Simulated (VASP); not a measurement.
Write the native input for VASP 6.6.1 that does the following.

- Task: single point
- Functional: PBE
- Potentials or basis: VASP PAW PBE potentials, release 64 (Si, Ti_sv)
- Cutoff: 520 eV
- k mesh: 2 × 2 × 2
- Occupations: gaussian, width 0.02 eV
- Spin: no spin polarisation
- Dipole correction: no
- Further INCAR settings: LREAL = Auto; ALGO = Normal; EDIFF = 1e-07; NBANDS = 52

The structure of TiSi16 (a cell with a defect) lies in POSCAR:

```
TiSi16
1.0
    0.0000000000      5.4300000000      5.4300000000
    5.4300000000      0.0000000000      5.4300000000
    5.4300000000      5.4300000000      0.0000000000
Si Ti
16 1
Direct
    0.0004921731      0.0107058011     -0.0108452118
    0.1100199816      0.1266518416      0.1369396869
   -0.0278962247      0.0067971455      0.5145617864
    0.1167385820      0.1500737569      0.6167474217
    0.0005011971      0.4999080110     -0.0108671271
    0.1412496317      0.6405409761      0.0779188766
    0.0171368324      0.5161760589      0.4507552486
    0.1167579190      0.6166897790      0.6167231123
    0.4882926335     -0.0122425414      0.0364640884
    0.6272477901      0.1266323204      0.1366903315
    0.5076914365      0.0063639963      0.5143232965
    0.6102606814      0.1101800184      0.6696542357
    0.5114713628      0.4998695212     -0.0109588398
    0.6272553407      0.6097124309      0.1366549724
    0.5076958564      0.4718932781      0.5142792818
    0.6508906998      0.6163790976      0.6165833333
    0.3542146409      0.8539236648      0.4382069061
```

One way to write it, as run:

INCAR

```
SYSTEM = TiSi16
  ALGO = Normal
  EDIFF = 1E-7
  ENCUT = 520
  GGA = PE
  ISIF = 2
  ISMEAR = 0
  LASPH = .TRUE.
  LCHARG = .FALSE.
  LREAL = Auto
  LWAVE = .FALSE.
  NBANDS = 52
  NELM = 100
  PREC = Accurate
  SIGMA = 0.02
```

KPOINTS

```
k-points
0
G
  2 2 2
  0 0 0
```

Potentials or basis: VASP PAW PBE potentials, release 64 (Si, Ti_sv).

The run is started by

```bash
$ cat potpaw_PBE.64/Si/POTCAR potpaw_PBE.64/Ti_sv/POTCAR > POTCAR
$ mpirun -np 1 vasp_std > vasp.out
```

It gave:

- Pressure: 3.9 GPa
- Largest force: 1.995 eV/Å
- Band gap on the k mesh: zero (bands 38 and 39 overlap by 0.32 eV)

Caveat: the k points lie up to 0.50 Å⁻¹ apart.

Wall time 15 min on 1 thread of AMD EPYC 7R43 64-Core Processor (Zen 3) (shared host), peak memory 0.44 GiB.
